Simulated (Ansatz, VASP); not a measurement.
# One calculation of Mo, two programs

INCAR

```
SYSTEM = Mo
ALGO = Normal
EDIFF = 1E-6
ENCUT = 500
GGA = PS
GGA_COMPAT = .FALSE.
ISIF = 2
ISMEAR = -1
LASPH = .TRUE.
LCHARG = .TRUE.
LELF = .TRUE.
LREAL = .FALSE.
LVHAR = .TRUE.
LWAVE = .FALSE.
NBANDS = 13
NELM = 120
PREC = Accurate
SIGMA = 0.05
```

Contents of KPOINTS:

```
k-points
0
G
  11 11 11
  0 0 0
```

POSCAR

```
Mo
1.0
    0.0000000000      2.0673609200      2.0673609200
    2.0673609200      0.0000000000      2.0673609200
    2.0673609200      2.0673609200      0.0000000000
Mo
1
Direct
    0.0000000000      0.0000000000      0.0000000000
```

The input input.yaml:

```yaml
crystal:
  lattice: { a: 4.13472184, b: 4.13472184, c: 4.13472184, alpha: 90.0, beta: 90.0, gamma: 90.0 }
  space_group: 225
  setting: { hermann_mauguin: Fm-3m }
  reduce_to_primitive: true
  atoms:
    - { symbol: Mo, position: [0.0, 0.0, 0.0] }
kpoints:
  mp_grid: { grid: [11, 11, 11] }
scf:
  occupations: { method: fermi_dirac, width: 0.05 }
hamiltonian:
  xc: pbesol
  pseudopotentials: { kind: all_electron, lapw: { basis_error: 0.001 } }
output:
  forces: true
  stress: true
  eigenvalues: true
  populations: true
```

Change from the starting cell: volume scaled by 1.08.

Alike in both runs: functional PBEsol; k mesh 11 × 11 × 11; occupations fermi-dirac, width 0.05 eV; no spin polarisation.

|  | VASP | Ansatz |
| --- | --- | --- |
| version | VASP 6.6.1 | Ansatz 0.2.0 |
| potentials or method | VASP PAW PBE potentials, release 64 (Mo_sv), cutoff 500 eV | all-electron LAPW, scalar-relativistic |
| task | single point | atomic charges |

Ansatz gave:

* gap on the k mesh at the Fermi level (eV): none
* pressure (GPa): -25.1

**Question.** Which values does VASP return?

**Answer.** gap on the k mesh at the Fermi level (eV): none; pressure (GPa): -24.8.

VASP's potentials were made for PBE, not for PBEsol. A gap of «none» marks a metal or a gap that the smearing closes. Ansatz ran all-electron here, and VASP with PAW potentials.
